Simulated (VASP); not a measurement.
# Cs (Pm-3m) in VASP: further runs, part 3 of 3

VASP 6.6.1. The steps go on from the part before.

### Step 4. Single point, PBE (112.59 Å³/atom)

This run uses another cell than the first one, of 112.59 Å³/atom.

Contents of INCAR:

```
ALGO     = Normal         # electronic algorithm
EDIFF    = 1E-6           # SCF threshold, eV
ENCUT    = 520            # plane-wave cutoff, eV
GGA      = PE             # functional
ISIF     = 2              # what is computed and relaxed
ISMEAR   = 0              # smearing method
LASPH    = True           # aspherical terms in the spheres
LCHARG   = False          # write CHGCAR
LREAL    = False          # projectors in reciprocal space
LWAVE    = False          # write WAVECAR
NBANDS   = 10             # bands
NELM     = 100            # most SCF steps
PREC     = Accurate       # precision mode
SIGMA    = 0.1            # smearing width, eV
```

Contents of KPOINTS:

```
k-points
0
Gamma
  12 12 12
```

Contents of POSCAR:

```
Cs
1.0
    4.8288027064      0.0000000000      0.0000000000
    0.0000000000      4.8288027064      0.0000000000
    0.0000000000      0.0000000000      4.8288027064
Cs
1
Direct
    0.5000000000      0.5000000000      0.5000000000
```

Potentials or basis: VASP PAW PBE potentials, release 64 (Cs_sv).

Run with:

```sh
cat potpaw_PBE.64/Cs_sv/POTCAR > POTCAR
mpirun -np 1 vasp_std > vasp.out
```

OUTCAR:

```text
EDIFF = 1E-6
   ENCUT = 520
   GGA = PE
   ISIF = 2
   ISMEAR = 0
   LASPH = True
   LREAL = False
   NELM = 100
   PREC = Accurate

 ion  position               nearest neighbor table
   1  0.500  0.500  0.500-

  LATTYP: Found a simple cubic cell.
 ALAT       =     4.8288027064

  Lattice vectors:

 A1 = (   4.8288027064,   0.0000000000,   0.0000000000)
 A2 = (   0.0000000000,   4.8288027064,   0.0000000000)
 A3 = (   0.0000000000,   0.0000000000,   4.8288027064)

Analysis of symmetry for initial positions (statically):
=====================================================================
 Subroutine PRICEL returns:
 Original cell was already a primitive cell.

 Routine SETGRP: Setting up the symmetry group for a
 simple cubic supercell.

 Subroutine GETGRP returns: Found 48 space group operations
 (whereof 48 operations were pure point group operations)
 out of a pool of 48 trial point group operations.

The static configuration has the point symmetry O_h .

Analysis of symmetry for dynamics (positions and initial velocities):
[... 165 lines left out ...]
 k-point     1 :       0.0000    0.0000    0.0000
  band No.  band energies     occupation
      1     -23.4793      2.00000
      2     -10.1865      2.00000
      3     -10.1865      2.00000
      4     -10.1865      2.00000
      5      -1.1627      2.00000
      6       1.8493      0.00000
      7       1.8493      0.00000
      8       5.0416      0.00000
      9       5.0416      0.00000
     10       5.0416      0.00000
[... 287 lines left out ...]
 k-point    24 :       0.4167    0.3333    0.0000
  band No.  band energies     occupation
      1     -23.4616      2.00000
      2     -10.3780      2.00000
      3     -10.3334      2.00000
      4     -10.1529      2.00000
      5       0.7054      0.03737
      6       1.4061      0.00000
      7       2.6388      0.00000
      8       2.9373      0.00000
      9       3.8124      0.00000
     10       4.0894      0.00000

 [... further k-points ...]

------------------------ aborting loop because EDIFF is reached ----------------------------------------

  FORCE on cell =-STRESS in cart. coord.  units (eV):
  Direction    XX          YY          ZZ          XY          YZ          ZX
  --------------------------------------------------------------------------------------
  -------------------------------------------------------------------------------------
  Total        0.1790765      0.1790765      0.1790765      0.0000000      0.0000000      0.0000000
  in kB        2.5481842      2.5481842      2.5481842      0.0000000      0.0000000      0.0000000
  external PRESSURE =       2.5481842 kB  Pullay stress =       0.0000000 kB

 VOLUME and BASIS-vectors are now :
 -----------------------------------------------------------------------------
  energy-cutoff  :      520.00
  volume of cell :      112.59
      direct lattice vectors                 reciprocal lattice vectors
     4.828802706  0.000000000  0.000000000     0.207090673  0.000000000  0.000000000
     0.000000000  4.828802706  0.000000000     0.000000000  0.207090673  0.000000000
     0.000000000  0.000000000  4.828802706     0.000000000  0.000000000  0.207090673

 POSITION                                       TOTAL-FORCE (eV/Angst)
 -----------------------------------------------------------------------------------
      2.41440      2.41440      2.41440         0.000000      0.000000      0.000000
 -----------------------------------------------------------------------------------
    total drift:                                0.000000      0.000000      0.000000

  FREE ENERGIE OF THE ION-ELECTRON SYSTEM (eV)
  ---------------------------------------------------
  free  energy   TOTEN  =        -0.7496033977 eV

  energy  without entropy=       -0.7435731979  energy(sigma->0) =       -0.74658830
```

OSZICAR:

```text
N       E                     dE             d eps       ncg     rms          rms(c)
DAV:   1     0.619550257590E+02    0.61955E+02   -0.30239E+03  1680   0.605E+02
DAV:   2     0.484951327281E+01   -0.57106E+02   -0.55778E+02  2128   0.114E+02
DAV:   3    -0.674166167445E+00   -0.55237E+01   -0.55072E+01  1942   0.450E+01
DAV:   4    -0.750169746269E+00   -0.76004E-01   -0.75987E-01  2080   0.632E+00
DAV:   5    -0.750609701663E+00   -0.43996E-03   -0.43995E-03  2374   0.451E-01    0.165E-01
DAV:   6    -0.749671191300E+00    0.93851E-03   -0.20908E-03  2150   0.214E-01    0.113E-01
DAV:   7    -0.749532358565E+00    0.13883E-03   -0.54669E-03  2114   0.355E-01    0.512E-02
DAV:   8    -0.749597104800E+00   -0.64746E-04   -0.16946E-04  1926   0.863E-02    0.706E-03
DAV:   9    -0.749603542914E+00   -0.64381E-05   -0.64649E-06  2104   0.130E-02    0.496E-03
DAV:  10    -0.749603397726E+00    0.14519E-06   -0.27357E-06  1854   0.788E-03
   1 F= -.74960340E+00 E0= -.74658830E+00  d E =-.603020E-02
```

Wall time 33 s (1 thread of Intel Xeon 6975P-C (Granite Rapids), shared host); peak memory 0.24 GiB.

Results:

```yaml
Free_energy: -0.7496 eV
Pressure: 0.3 GPa
Band_gap_on_the_k_mesh: zero (an odd number of electrons rules out a gap without spin polarisation)
```

Levels at points of the mesh, in eV from the Fermi level:
```csv
k point,band 1,band 2,band 3,band 4,band 5,band 6,band 7,band 8
"(0.00, 0.00, 0.00)",-24.04,-10.74,-10.74,-10.74,-1.72,1.29,1.29,4.48
"(0.50, 0.00, 0.00)",-24.03,-10.97,-10.72,-10.72,-0.22,0.44,1.75,2.93
"(0.50, 0.50, 0.00)",-24.02,-10.94,-10.94,-10.70,0.21,1.22,2.17,2.17
"(0.50, 0.50, 0.50)",-24.01,-10.91,-10.91,-10.91,1.00,1.00,1.00,3.01
```

Caveat: spin-orbit coupling is left out, which moves the levels of the heavy elements.

### Step 5. Single point, PBE (116.43 Å³/atom)

This run uses another cell than the first one, of 116.43 Å³/atom.

Contents of INCAR:

```
ALGO = Normal
EDIFF = 1E-7
ENCUT = 520
GGA = PE
ISIF = 2
ISMEAR = 0
LASPH = True
LCHARG = False
LREAL = False
LWAVE = False
NBANDS = 10
NELM = 60
PREC = Accurate
SIGMA = 0.1
```

KPOINTS is that of step 4.

Contents of POSCAR:

```
Cs
1.0
    4.8830634583      0.0000000000      0.0000000000
    0.0000000000      4.8830634583      0.0000000000
    0.0000000000      0.0000000000      4.8830634583
Cs
1
Direct
    0.5000000000      0.5000000000      0.5000000000
```

Run with:

```sh
cat potpaw_PBE.64/Cs_sv/POTCAR > POTCAR
mpirun -np 1 vasp_std > vasp.out
```

It took 64 s on 1 thread of Intel Xeon 6975P-C (Granite Rapids), shared host; peak memory 0.24 GiB.

The run converged. Its results:

| Quantity | Value |
| --- | --- |
| Free energy | -0.7549 eV |
| Pressure | 0.2 GPa |
| Band gap on the k mesh | zero (an odd number of electrons rules out a gap without spin polarisation) |

Levels at points of the mesh, in eV from the Fermi level:
```csv
k point,band 1,band 2,band 3,band 4,band 5,band 6,band 7,band 8
"(0.00, 0.00, 0.00)",-24.04,-10.76,-10.76,-10.76,-1.69,1.31,1.31,4.40
"(0.50, 0.00, 0.00)",-24.03,-10.97,-10.74,-10.74,-0.22,0.43,1.75,2.90
"(0.50, 0.50, 0.00)",-24.03,-10.94,-10.94,-10.72,0.25,1.20,2.11,2.11
"(0.50, 0.50, 0.50)",-24.02,-10.91,-10.91,-10.91,1.02,1.02,1.02,2.99
```

Caveat: spin-orbit coupling is left out, which moves the levels of the heavy elements.

### Step 6. Single point, PBE (120.27 Å³/atom)

This run uses another cell than the first one, of 120.27 Å³/atom.

Contents of INCAR:

```
SYSTEM = Cs
PREC     = Accurate       ! precision mode
ENCUT    = 520            ! plane-wave cutoff, eV
EDIFF    = 1E-6           ! SCF threshold, eV
ISMEAR   = 0              ! smearing method
SIGMA    = 0.1            ! smearing width, eV
LREAL    = .FALSE.        ! projectors in reciprocal space
LASPH    = .TRUE.         ! aspherical terms in the spheres
NELM     = 80             ! most SCF steps
ALGO     = Normal         ! electronic algorithm
ISIF     = 2              ! what is computed and relaxed
LWAVE    = .FALSE.        ! write WAVECAR
LCHARG   = .FALSE.        ! write CHGCAR
GGA      = PE             ! functional
NBANDS   = 10             ! bands
```

Contents of KPOINTS:

```
regular mesh
0
G
  12 12 12
  0 0 0
```

Contents of POSCAR:

```
Cs
1.0
    4.9361443936      0.0000000000      0.0000000000
    0.0000000000      4.9361443936      0.0000000000
    0.0000000000      0.0000000000      4.9361443936
Cs
1
Direct
    0.5000000000      0.5000000000      0.5000000000
```

Potentials or basis: VASP PAW PBE potentials, release 64 (Cs_sv).

Run with:

```sh
cat potpaw_PBE.64/Cs_sv/POTCAR > POTCAR
mpirun -np 1 vasp_std > vasp.out
```

It took 65 s on 1 thread of Intel Xeon 6975P-C (Granite Rapids), shared host; peak memory 0.28 GiB.

It converged, with:

* Free energy: -0.7584 eV
* Pressure: 0.1 GPa
* Band gap on the k mesh: zero (an odd number of electrons rules out a gap without spin polarisation)

Levels at points of the mesh, in eV from the Fermi level:
```csv
k point,band 1,band 2,band 3,band 4,band 5,band 6,band 7,band 8
"(0.00, 0.00, 0.00)",-24.05,-10.77,-10.77,-10.77,-1.65,1.32,1.32,4.33
"(0.50, 0.00, 0.00)",-24.04,-10.96,-10.76,-10.76,-0.21,0.42,1.75,2.87
"(0.50, 0.50, 0.00)",-24.03,-10.94,-10.94,-10.74,0.29,1.18,2.05,2.05
"(0.50, 0.50, 0.50)",-24.03,-10.91,-10.91,-10.91,1.05,1.05,1.05,2.97
```

Caveat: spin-orbit coupling is left out, which moves the levels of the heavy elements.

### Step 7. The runs side by side

| task | cell | k mesh | cutoff (eV) | gap on the mesh (eV) | pressure (GPa) |
| --- | --- | --- | --- | --- | --- |
| relaxation of cell and atoms | relaxed from a = 5.039 Å, 1 atom | 12 × 12 × 12 | 600 | none | 0.0 |
| single point | a = 5.039 Å, 1 atom | 4 × 4 × 4 | 520 | none | 0.0 |
| single point | a = 4.829 Å, 1 atom | 12 × 12 × 12 | 520 | none | 0.3 |
| single point | a = 4.883 Å, 1 atom | 12 × 12 × 12 | 520 | none | 0.2 |
| single point | a = 4.936 Å, 1 atom | 12 × 12 × 12 | 520 | none | 0.1 |

Alike in all rows: level PBE; potentials or basis VASP PAW PBE potentials, release 64 (Cs_sv); no spin polarisation; smearing gaussian 0.1 eV.

Caveats: spin-orbit coupling is left out, which moves the levels of the heavy elements; the relaxation stopped at its first step, so nothing moved (at least some runs).

Absolute energies hang on the potentials; compare differences alone.
